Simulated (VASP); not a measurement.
# Pb (Fm-3m) in VASP: a series of runs

Pb is run at these levels: PBE; tasks: single point.

All numbers are computed with VASP 6.6.1; they aren't measurements. Logs are shortened: lines on timing, memory, paths and dates and some standing lists are left out, and cuts for length are marked.

**1. The cell of the first run**

The structure is cubic, space group Fm-3m (No. 225). Conventional cell: a = 4.950 Å, b = 4.950 Å, c = 4.950 Å, α = 90.00°, β = 90.00°, γ = 90.00°. Pb (site symmetry m-3m) has 12 Pb at 3.50 Å within 4.6 Å.

**2. Single point, PBE**

Contents of INCAR:

```
PREC     = Accurate       # precision mode
ENCUT    = 500            # plane-wave cutoff, eV
EDIFF    = 1E-6           # SCF threshold, eV
ISMEAR   = 1              # smearing method
SIGMA    = 0.15           # smearing width, eV
LREAL    = False          # projectors in reciprocal space
LASPH    = True           # aspherical terms in the spheres
NELM     = 120            # most SCF steps
ALGO     = Normal         # electronic algorithm
ISIF     = 2              # what is computed and relaxed
LWAVE    = False          # write WAVECAR
LCHARG   = False          # write CHGCAR
GGA      = PE             # functional
NBANDS   = 13             # bands
GGA_COMPAT= False
```

Contents of KPOINTS:

```
Automatic mesh
0
Gamma
  7 7 7
```

Contents of POSCAR:

```
Pb
1.0
    0.0000000000      2.4750200000      2.4750200000
    2.4750200000      0.0000000000      2.4750200000
    2.4750200000      2.4750200000      0.0000000000
Pb
1
Direct
    0.0000000000      0.0000000000      0.0000000000
```

Potentials or basis: VASP PAW PBE potentials, release 64 (Pb_d).

Launch:

```bash
cat potpaw_PBE.64/Pb_d/POTCAR > POTCAR
mpirun -np 1 vasp_std > vasp.out
```

OUTCAR:

```text
PREC = Accurate
   ENCUT = 500
   EDIFF = 1E-6
   ISMEAR = 1
   LREAL = False
   LASPH = True
   NELM = 120
   ISIF = 2
   GGA = PE

 ion  position               nearest neighbor table
   1  0.000  0.000  0.000-

  LATTYP: Found a face centered cubic cell.
 ALAT       =     4.9500400000

  Lattice vectors:

 A1 = (   0.0000000000,   2.4750200000,   2.4750200000)
 A2 = (   2.4750200000,   0.0000000000,   2.4750200000)
 A3 = (   2.4750200000,   2.4750200000,   0.0000000000)

Analysis of symmetry for initial positions (statically):
=====================================================================
 Subroutine PRICEL returns:
 Original cell was already a primitive cell.

 Routine SETGRP: Setting up the symmetry group for a
 face centered cubic supercell.

 Subroutine GETGRP returns: Found 48 space group operations
 (whereof 48 operations were pure point group operations)
 out of a pool of 48 trial point group operations.

The static configuration has the point symmetry O_h .

Analysis of symmetry for dynamics (positions and initial velocities):
=====================================================================
 Subroutine PRICEL returns:
 Original cell was already a primitive cell.

 Routine SETGRP: Setting up the symmetry group for a
 face centered cubic supercell.

 Subroutine GETGRP returns: Found 48 space group operations
 (whereof 48 operations were pure point group operations)
 out of a pool of 48 trial point group operations.

The dynamic configuration has the point symmetry O_h .

 Subroutine INISYM returns: Found 48 space group operations
 (whereof 48 operations are pure point group operations),
 and found     1 'primitive' translations

----------------------------------------------------------------------------------------

                                     Primitive cell

  volume of cell :      30.3226

  direct lattice vectors                    reciprocal lattice vectors
     0.000000000  2.475020000  2.475020000    -0.202018570  0.202018570  0.202018570
     2.475020000  0.000000000  2.475020000     0.202018570 -0.202018570  0.202018570
     2.475020000  2.475020000  0.000000000     0.202018570  0.202018570 -0.202018570

  length of vectors
     3.500206851  3.500206851  3.500206851     0.349906427  0.349906427  0.349906427

  position of ions in fractional coordinates (direct lattice)
     0.000000000  0.000000000  0.000000000

  ion indices of the primitive-cell ions
   primitive index   ion index
                 1           1

----------------------------------------------------------------------------------------

 KPOINTS: Automatic mesh

Automatic generation of k-mesh.
 Grid dimensions read from file:
 generate k-points for:    7    7    7

 Generating k-lattice:

  Cartesian coordinates                     Fractional coordinates (reciprocal lattice)
    -0.028859796  0.028859796  0.028859796     0.142857143  0.000000000  0.000000000
     0.028859796 -0.028859796  0.028859796     0.000000000  0.142857143  0.000000000
     0.028859796  0.028859796 -0.028859796     0.000000000  0.000000000  0.142857143

  Length of vectors
     0.049986632  0.049986632  0.049986632

  Shift w.r.t. Gamma in fractional coordinates (k-lattice)
     0.000000000  0.000000000  0.000000000

 Subroutine IBZKPT returns following result:
 ===========================================

 Found     20 irreducible k-points:

 Following reciprocal coordinates:
            Coordinates               Weight
  0.000000  0.000000  0.000000      1.000000
  0.142857  0.000000  0.000000      8.000000
  0.285714  0.000000  0.000000      8.000000
  0.428571  0.000000  0.000000      8.000000
  0.142857  0.142857  0.000000      6.000000
  0.285714  0.142857  0.000000     24.000000
[... 12 lines left out ...]
 -0.428571  0.428571  0.142857     24.000000
 -0.285714  0.428571  0.142857     24.000000
   k-points           NKPTS =     20   k-points in BZ     NKDIM =     20   number of bands    NBANDS=     13
   number of dos      NEDOS =    301   number of ions     NIONS =      1
   total plane-waves  NPLWV =  21952
   dimension x,y,z NGX =    28 NGY =   28 NGZ =   28
   dimension x,y,z NGXF=    56 NGYF=   56 NGZF=   56
   ions per type =               1
   NGX,Y,Z   is equivalent  to a cutoff of  13.30, 13.30, 13.30 a.u.
   NGXF,Y,Z  is equivalent  to a cutoff of  26.60, 26.60, 26.60 a.u.
 SYSTEM =  unknown system
   PREC   = accura    normal or accurate (medium, high low for compatibility)
   ISTART =      0    job   : 0-new  1-cont  2-samecut
   ICHARG =      2    charge: 1-file 2-atom 10-const
   ISPIN  =      1    spin polarized calculation?
   LNONCOLLINEAR =      F non collinear calculations
   LSORBIT =      F    spin-orbit coupling
   LASPH  =      T    aspherical Exc in radial PAW
   ENCUT  =  500.0 eV  36.75 Ry    6.06 a.u.   6.38  6.38  6.38*2*pi/ulx,y,z
   NELM   =    120;   NELMIN=  2; NELMDL= -5     # of ELM steps
   EDIFF  = 0.1E-05   stopping-criterion for ELM
   LREAL  =      F    real-space projection
[... 7 lines left out ...]
   TEBEG  =    0.0;   TEEND  =   0.0 temperature during run
   PSTRESS=    0.0 pullay stress
   NELECT =      14.0000    total number of electrons
   NUPDOWN=      -1.0000    fix difference up-down
   EMIN   =  10.00;   EMAX   =-10.00  energy-range for DOS
   EFERMI =   0.00;   METHOD = LEGACY
   ISMEAR =     1;   SIGMA  =   0.15  broadening in eV -4-tet -1-fermi 0-gaus
   EFERMI_NEDOS =   21; number of points for ismear=-14 and -15
   IALGO  =     38    algorithm
   IMIX   =      4    mixing-type and parameters
     AMIX     =   0.40;   BMIX     =  1.00
     AMIX_MAG =   1.60;   BMIX_MAG =  1.00
  volume/ion in A,a.u.               =      30.32       204.63
  Fermi-wavevector in a.u.,A,eV,Ry     =   1.265306  2.391081 21.782907  1.600999
  Thomas-Fermi vector in A             =   2.398566
   LORBIT       =      0    0 simple, 1 ext, 2 COOP (PROOUT), +10 PAW based schemes
   GGA     = PE    functional components
   LHFCALC =     F    Hartree Fock is set to
   AEXX    =    0.0000 exact exchange contribution
   IVDW    =     0    specifies the selected vdW correction
   LEPSILON=     F    determine dielectric tensor
   LRPA    =     F    only Hartree local field effects (RPA)
 non-spin polarized calculation
 Methfessel and Paxton  Order N= 1 SIGMA  =   0.15
  energy-cutoff  :      500.00
  volume of cell :       30.32
 maximum number of plane-waves:       779
 NGX is ok and might be reduce to    28
   NGX = 13   NGY = 13   NGZ = 13

 number of electron      13.9999999 magnetization

 Free energy of the ion-electron system (eV)
  ---------------------------------------------------
  ext. energy  EPLUGINS =         0.00000000
  ---------------------------------------------------
  free energy    TOTEN  =        -3.56143883 eV

  energy without entropy =       -3.56111525  energy(sigma->0) =       -3.56133097

 E-fermi :   7.1714     XC(G=0): -10.1830

 val. band max:        7.0895363893   @ k =   0.4286   0.2857   0.1429
 cond. band min:       7.5767300626   @ k =  -0.4286   0.4286   0.0000
 fundamental gap:      0.4871936733
 Fermi energy:         7.1713593761

 k-point     1 :       0.0000    0.0000    0.0000
  band No.  band energies     occupation
      1      -9.7799      2.00000
      2      -9.7799      2.00000
      3      -9.7799      2.00000
      4      -9.6392      2.00000
      5      -9.6392      2.00000
      6      -4.4692      2.00000
      7      14.7035      0.00000
      8      14.7035      0.00000
      9      14.7035      0.00000
     10      17.0457      0.00000
     11      18.6211      0.00000
     12      19.7700      0.00000
     13      19.7700      0.00000

 k-point     2 :       0.1429    0.0000    0.0000
  band No.  band energies     occupation
      1      -9.7813      2.00000
      2      -9.7556      2.00000
      3      -9.7556      2.00000
      4      -9.6373      2.00000
      5      -9.6373      2.00000
      6      -4.0759      2.00000
      7      11.3381      0.00000
      8      14.2649      0.00000
      9      14.2649      0.00000
     10      16.5346      0.00000
     11      19.9544      0.00000
     12      20.4211      0.00000
     13      20.4953      0.00000

 k-point     3 :       0.2857    0.0000    0.0000
  band No.  band energies     occupation
      1      -9.7918      2.00000
      2      -9.7471      2.00000
      3      -9.7471      2.00000
      4      -9.5848      2.00000
      5      -9.5848      2.00000
      6      -2.9118      2.00000
      7       7.0182      2.05431
      8      13.4756      0.00000
      9      13.4756      0.00000
     10      16.2230      0.00000
     11      18.3508      0.00000
     12      19.3355      0.00000
     13      19.3355      0.00000

 k-point     4 :       0.4286    0.0000    0.0000
  band No.  band energies     occupation
      1      -9.8063      2.00000
      2      -9.7654      2.00000
      3      -9.7654      2.00000
      4      -9.5159      2.00000
      5      -9.5159      2.00000
      6      -1.2650      2.00000
      7       3.7111      2.00000
      8      12.9401      0.00000
      9      12.9401      0.00000
     10      16.3537      0.00000
     11      17.0625      0.00000
     12      18.5827      0.00000
     13      18.5827      0.00000

 k-point     5 :       0.1429    0.1429    0.0000
  band No.  band energies     occupation
      1      -9.8110      2.00000
      2      -9.7248      2.00000
      3      -9.7248      2.00000
      4      -9.6729      2.00000
      5      -9.6162      2.00000
      6      -3.9452      2.00000
      7      12.2806      0.00000
      8      12.9880      0.00000
      9      12.9880      0.00000
     10      15.8599      0.00000
     11      17.7954      0.00000
     12      21.8640      0.00000
     13      21.9700      0.00000
[... 193 lines left out ...]
 k-point    18 :      -0.4286    0.2857    0.1429
  band No.  band energies     occupation
      1      -9.7855      2.00000
      2      -9.7572      2.00000
      3      -9.6569      2.00000
      4      -9.5956      2.00000
      5      -9.5187      2.00000
      6      -0.4383      2.00000
      7       4.7643      2.00000
      8       8.0895     -0.00000
      9      10.2216      0.00000
     10      16.3045      0.00000
     11      18.4791      0.00000
     12      20.4211      0.00000
     13      23.4772      0.00000

 k-point    19 :      -0.4286    0.4286    0.1429
  band No.  band energies     occupation
      1      -9.8559      2.00000
      2      -9.7980      2.00000
      3      -9.5991      2.00000
      4      -9.5375      2.00000
      5      -9.4880      2.00000
      6       0.1247      2.00000
      7       5.1452      2.00000
      8       7.7699     -0.00000
      9       8.4670     -0.00000
     10      15.4783      0.00000
     11      16.4208      0.00000
     12      21.7829      0.00000
     13      24.5441      0.00000

 k-point    20 :      -0.2857    0.4286    0.1429
  band No.  band energies     occupation
      1      -9.8046      2.00000
      2      -9.7232      2.00000
      3      -9.6666      2.00000
      4      -9.5925      2.00000
      5      -9.4895      2.00000
      6       0.4945      2.00000
      7       5.5904      2.00000
      8       5.8355      2.00000
      9       8.7132     -0.00000
     10      16.3237      0.00000
     11      19.7984      0.00000
     12      20.6786      0.00000
     13      20.9225      0.00000

------------------------ aborting loop because EDIFF is reached ----------------------------------------

  FORCE on cell =-STRESS in cart. coord.  units (eV):
  Direction    XX          YY          ZZ          XY          YZ          ZX
  --------------------------------------------------------------------------------------
  -------------------------------------------------------------------------------------
  Total        0.5330422      0.5330422      0.5330422      0.0000000      0.0000000      0.0000000
  in kB       28.1647612     28.1647612     28.1647612      0.0000000      0.0000000      0.0000000
  external PRESSURE =      28.1647612 kB  Pullay stress =       0.0000000 kB

 VOLUME and BASIS-vectors are now :
 -----------------------------------------------------------------------------
  energy-cutoff  :      500.00
  volume of cell :       30.32
      direct lattice vectors                 reciprocal lattice vectors
     0.000000000  2.475020000  2.475020000    -0.202018570  0.202018570  0.202018570
     2.475020000  0.000000000  2.475020000     0.202018570 -0.202018570  0.202018570
     2.475020000  2.475020000  0.000000000     0.202018570  0.202018570 -0.202018570

 POSITION                                       TOTAL-FORCE (eV/Angst)
 -----------------------------------------------------------------------------------
      0.00000      0.00000      0.00000         0.000000      0.000000      0.000000
 -----------------------------------------------------------------------------------
    total drift:                               -0.000000     -0.000000     -0.000000

  FREE ENERGIE OF THE ION-ELECTRON SYSTEM (eV)
  ---------------------------------------------------
  free  energy   TOTEN  =        -3.5614388289 eV

  energy  without entropy=       -3.5611152459  energy(sigma->0) =       -3.56133097
```

It took 7.2 s on 1 thread of Intel Xeon Platinum 8488C (Sapphire Rapids), shared host; peak memory 0.15 GiB.

What came out:

```yaml
Free_energy: -3.5614 eV
Pressure: 2.8 GPa
Band_gap_on_the_k_mesh: zero (bands 7 and 8 overlap by 8.87 eV)
```

Caveat: spin-orbit coupling is left out, which moves the levels of the heavy elements.

**3. Single point, PBE, non-collinear spin, zero start, spin-orbit coupling**

Contents of INCAR:

```
SYSTEM = Pb
  PREC = Accurate
  ENCUT = 500
  EDIFF = 1E-6
  ISMEAR = 1
  SIGMA = 0.15
  LREAL = .FALSE.
  LASPH = .TRUE.
  NELM = 200
  ALGO = Normal
  ISIF = 2
  LWAVE = .FALSE.
  LCHARG = .FALSE.
  MAGMOM = 0 0 0
  LORBIT = 11
  LSORBIT = .TRUE.
  GGA_COMPAT = .FALSE.
  LORBMOM = .TRUE.
  GGA = PE
  NBANDS = 25
```

Contents of KPOINTS:

```
regular mesh
0
G
  7 7 7
  0 0 0
```

POSCAR is that of step 2.

Potentials or basis: VASP PAW PBE potentials, release 64 (Pb_d).

Launch:

```bash
cat potpaw_PBE.64/Pb_d/POTCAR > POTCAR
mpirun -np 1 vasp_ncl > vasp.out
```

Wall time 38 s (1 thread of Intel Xeon Platinum 8488C (Sapphire Rapids), shared host); peak memory 0.24 GiB.

The run converged. Its results:

```yaml
Free_energy: -4.1056 eV
Pressure: 2.8 GPa
Net_moment: 0.00 μB per cell
Valence_electrons_inside_the_program's_atomic_spheres: Pb 11.97
```

Moments on the atoms (μB; x, y, z):
```
Pb  0.00 0.00 0.00
```

The gap in the log of VASP goes by the Fermi energy; the results here count the filled bands.